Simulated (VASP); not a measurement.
Input of a VASP 6.6.1 run:

INCAR

```
PREC     = Accurate       # precision mode
ENCUT    = 400            # plane-wave cutoff, eV
EDIFF    = 1E-6           # SCF threshold, eV
ISMEAR   = 0              # smearing method
SIGMA    = 0.02           # smearing width, eV
LREAL    = False          # projectors in reciprocal space
LASPH    = True           # aspherical terms in the spheres
NELM     = 120            # most SCF steps
ALGO     = Normal         # electronic algorithm
ISIF     = 2              # what is computed and relaxed
LWAVE    = False          # write WAVECAR
LCHARG   = False          # write CHGCAR
GGA      = PE             # functional
NBANDS   = 62             # bands
GGA_COMPAT= False
```

File KPOINTS:

```
Automatic mesh
0
Gamma
  2 3 3
  0.5 0 0
```

Contents of POSCAR:

```
Ga6AsP4
1.0
    0.0000000000      0.0000000000      6.3938253771
   -5.8216462079     -3.3611290053      0.0000000000
    5.8216462079     -3.3611290053      0.0000000000
Ga As P
6 1 4
Direct
    0.4984335374      0.3349314125      0.3540364897
    0.5130504520      1.0089386133      0.6605283995
    0.5100522469      0.6607585846     -0.0018802742
    1.0127893113      0.2378324889      0.9969112515
    1.0171023787      0.9808093002      0.2379883102
    0.9749213706      0.7137626100      0.6857706994
    0.8216214379      0.2841649041      0.5493806086
    0.8770514785      0.6141161285      0.0158626663
    0.3951111973      0.3278355914      1.0081033127
    0.3703679504      0.9878640412      0.3190054640
    0.3794488990      0.6823196039      0.6742930083
```

Potentials or basis: VASP PAW PBE potentials, release 64 (Ga_d, As, P).

Command:

```bash
$ cat potpaw_PBE.64/Ga_d/POTCAR potpaw_PBE.64/As/POTCAR potpaw_PBE.64/P/POTCAR > POTCAR
$ mpirun -np 1 vasp_std > vasp.out
```

(1) What does it give for the band gap on the k mesh?

(2) Predict the largest force.

Answers

(1) zero (an odd number of electrons rules out a gap without spin polarisation).

(2) 0.053 eV/Å.

Caveat: the k points lie up to 0.49 Å⁻¹ apart, too coarse for converged energies and pressures of a metal; an odd number of electrons without spin polarisation forces a metal; a magnetic or distorted state may lie lower.
